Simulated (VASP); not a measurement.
Wanted: the native input for a VASP 6.6.1 run.

```
Task                   : single point
Functional             : PBEsol
Dispersion             : D3(BJ)
Potentials or basis    : VASP PAW PBE potentials, release 64 (Se, Zn)
Cutoff                 : 520 eV
k mesh                 : 8 × 8 × 8
Occupations            : fermi-dirac, width 0.05 eV
Spin                   : no spin polarisation
Dipole correction      : no
Further INCAR settings : ALGO = Normal; EDIFF = 1e-07; NBANDS = 16
```

The structure of ZnSe (Stilleite) lies in POSCAR:

```
ZnSe
1.0
    0.0000000000      2.8525674344      2.8525674344
    2.8525674344      0.0000000000      2.8525674344
    2.8525674344      2.8525674344      0.0000000000
Se Zn
1 1
Direct
    0.7500000000      0.7500000000      0.7500000000
    0.0000000000      0.0000000000      0.0000000000
```

These files were run (other wordings do the same):

INCAR

```
SYSTEM = ZnSe
PREC = Accurate ; ENCUT = 520
EDIFF = 1E-7 ; ISMEAR = -1
SIGMA = 0.05 ; LREAL = .FALSE.
LASPH = .TRUE. ; NELM = 80
ALGO = Normal ; ISIF = 2
LWAVE = .FALSE. ; LCHARG = .FALSE.
GGA = PS ; IVDW = 12
NBANDS = 16
```

KPOINTS

```
regular mesh
0
G
  8 8 8
  0 0 0
```

Potentials or basis: VASP PAW PBE potentials, release 64 (Se, Zn).

Command:

```console
$ cat potpaw_PBE.64/Se/POTCAR potpaw_PBE.64/Zn/POTCAR > POTCAR
$ mpirun -np 1 vasp_std > vasp.out
```

It gave:

The pressure is -3.9 GPa, the band gap on the k mesh is 1.09 eV, direct and the dispersion energy per atom is -0.279 eV.

Caveat: the PAW data sets were made with another functional, which shifts forces and pressure a little.

Run time: 11 s on 1 thread of Intel(R) Xeon(R) 6975P-C (Granite Rapids), with other jobs on the host, peak memory 0.18 GiB.
